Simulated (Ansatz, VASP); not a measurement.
Ti3Ag: VASP beside Ansatz

```
Ti Ag
1.0
     4.18700    0.00000    0.00000
     0.00000    4.18700    0.00000
     0.00000    0.00000    3.95000
Ti Ag
3 1
Direct
  0.00000 0.50000 0.50000
  0.50000 0.00000 0.50000
  0.50000 0.50000 0.00000
  0.00000 0.00000 0.00000
```

Alike in both runs: task single point; functional LDA; k mesh 9 × 9 × 9; occupations fermi-dirac, width 0.08 eV; no spin polarisation.

|  | VASP | Ansatz |
| --- | --- | --- |
| version | VASP 6.6.1 | Ansatz 0.2.0 |
| potentials or method | VASP PAW LDA potentials, release 64 (Ti_sv, Ag), cutoff 520 eV | all-electron LAPW, scalar-relativistic |

```tsv
	VASP	Ansatz	Ansatz less VASP
pressure (GPa)	-9.8	-9.9	-0.10
traceless stress, the component that is largest in VASP (GPa)	1.43	1.43	+0.005
```

LDA's correlation is that of Perdew and Zunger in VASP and of Perdew and Wang (1992) in Ansatz. Ansatz ran all-electron here, and VASP with PAW potentials.
